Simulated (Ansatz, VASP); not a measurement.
# SnO2 in VASP and in Ansatz

File INCAR:

```
SYSTEM = SnO2
PREC = Accurate
ENCUT = 520
EDIFF = 1E-6
ISMEAR = 0
SIGMA = 0.05
LREAL = .False.
LASPH = .True.
NELM = 100
ALGO = Normal
ISIF = 2
LWAVE = .False.
LCHARG = .True.
GGA = PS
LELF = .True.
LVHAR = .True.
NBANDS = 20
```

The input KPOINTS:

```
Automatic mesh
0
Gamma
  12 12 12
  0 0 0
```

File POSCAR:

```
SnO2
1.0
    1.6321500000      0.9423222419      4.1751333333
   -1.6321500000      0.9423222419      4.1751333333
    0.0000000000     -1.8846444837      4.1751333333
Sn O
1 2
Direct
    0.5000000000      0.5000000000      0.5000000000
    0.2414378084      0.2414378084      0.2414378084
    0.7585621916      0.7585621916      0.7585621916
```

Input for Ansatz:

```yaml
crystal:
  lattice:
    - [1.63215, 0.9423222419, 4.1751333333]
    - [-1.63215, 0.9423222419, 4.1751333333]
    - [0.0, -1.8846444837, 4.1751333333]
  atoms:
    - { symbol: Sn, position: [0.5, 0.5, 0.5] }
    - { symbol: O, position: [0.2414378084, 0.2414378084, 0.2414378084] }
    - { symbol: O, position: [0.7585621916, 0.7585621916, 0.7585621916] }
basis:
  ecutwfc: 520.0
kpoints:
  mp_grid: { grid: [12, 12, 12] }
hamiltonian:
  xc: pbesol
  pseudopotentials: { kind: paw, azcp: { folder: soft_1 } }
scf:
  occupations: { method: gaussian, width: 0.05 }
output:
  forces: true
  stress: true
  eigenvalues: true
  write_density: true
  write_potential: true
  elf: true
  volumetric_format: npy
```

Alike in both runs: task single point; functional PBEsol; k mesh 12 × 12 × 12; occupations gaussian, width 0.05 eV; no spin polarisation.

```csv
,VASP,Ansatz
version,VASP 6.6.1,Ansatz 0.2.0
potentials or method,"VASP PAW PBE potentials, release 64 (Sn_d, O), cutoff 520 eV","scalar-relativistic, plane waves, PAW"
valence electrons in the cell,26,26
```

|  | VASP | Ansatz | Ansatz less VASP |
| --- | --- | --- | --- |
| gap on the k mesh at the Fermi level (eV) | 1.42 | 1.43 | +0.015 |
| least direct gap on the mesh (eV) | 1.42 | 1.43 | +0.012 |
| pressure (GPa) | -0.3 | -1.1 | -0.74 |
| traceless stress, the component that is largest in VASP (GPa) | 2.74 | 3.28 | +0.538 |
| rms of the force components (eV/Å) | 0.174 | 0.148 | -0.0262 |

VASP's potentials were made for PBE, not for PBEsol, and Ansatz warns of the same on its side. Atom by atom the forces differ by 0.026 eV/Å (rms over components). The functional is the same, so the differences come from potentials, cutoffs and numerics.
